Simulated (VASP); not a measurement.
The system is Ca2TiSiP4.

```
CELL_PARAMETERS angstrom
4.85512 0.00000 0.00000
0.00000 4.85512 0.00000
0.00000 0.00000 4.85512
ATOMIC_POSITIONS crystal
Ca 0.50000 0.00000 0.00000
Ca 0.00000 0.50000 0.00000
Ti 0.50000 0.50000 0.50000
Si 0.00000 0.00000 0.50000
P 0.75000 0.25000 0.25000
P 0.25000 0.75000 0.25000
P 0.25000 0.25000 0.75000
P 0.75000 0.75000 0.75000
```

- Program: VASP 6.6.1
- Task: relaxation of cell and atoms
- Functional: PBE
- Potentials or basis: VASP PAW PBE potentials, release 64 (Ca_sv, Ti_sv, Si, P)
- Cutoff: 600 eV
- k mesh: 4 × 4 × 4
- Occupations: gaussian, width 0.1 eV
- Spin: no spin polarisation

At the start: pressure 94.3 GPa; volume 14.31 Å³/atom.

Q: How do energy, volume and symmetry change on relaxing?

A: Over 14 steps the energy falls by 2616.8 meV/atom and the volume is 25.63 Å³/atom (+79.1 %); space group P-42m (No. 111, to 0.1 Å) before and after.

The path:
| step | energy change (eV) | largest force (eV/Å) | pressure (GPa) | volume (Å³) |
| --- | --- | --- | --- | --- |
| 1 | 0.0000 | 5.5791 | 94.31 | 114.45 |
| 2 | -15.1666 | 0.4664 | -10.42 | 318.24 |
| 3 | -20.2229 | 1.3929 | -2.11 | 212.80 |
| 4 | -20.2346 | 1.4412 | -1.46 | 210.13 |
| 5 | -20.2349 | 1.4841 | -0.86 | 207.83 |
| 6 | -20.6580 | 0.8515 | -0.20 | 205.08 |
| 7 | -20.8701 | 0.0366 | 1.03 | 201.79 |
| 8 | -20.8721 | 0.1148 | 1.23 | 201.36 |
| 9 | -20.9058 | 0.1683 | -0.53 | 207.36 |
| 10 | -20.9061 | 0.1644 | -0.40 | 206.89 |
| 11 | -20.9224 | 0.1357 | -0.24 | 206.17 |
| 12 | -20.9327 | 0.0880 | 0.00 | 205.03 |
| 13 | -20.9327 | 0.0847 | 0.02 | 204.95 |
| 14 | -20.9342 | 0.0137 | -0.05 | 205.03 |

Final structure:
```yaml
crystal:
  lattice:
    - [5.66932, 0.00000, 0.00000]
    - [0.00000, 5.66932, 0.00000]
    - [0.00000, 0.00000, 6.37898]
  atoms:
    - { symbol: Ca, position: [0.50000, 0.00000, 0.00000] }
    - { symbol: Ca, position: [0.00000, 0.50000, 0.00000] }
    - { symbol: Ti, position: [0.50000, 0.50000, 0.50000] }
    - { symbol: Si, position: [0.00000, 0.00000, 0.50000] }
    - { symbol: P, position: [0.75829, 0.24171, 0.30783] }
    - { symbol: P, position: [0.24171, 0.75829, 0.30783] }
    - { symbol: P, position: [0.24171, 0.24171, 0.69217] }
    - { symbol: P, position: [0.75829, 0.75829, 0.69217] }
```

Caveat: the volume moved by over 15 % at a fixed basis, so the end points are rough.
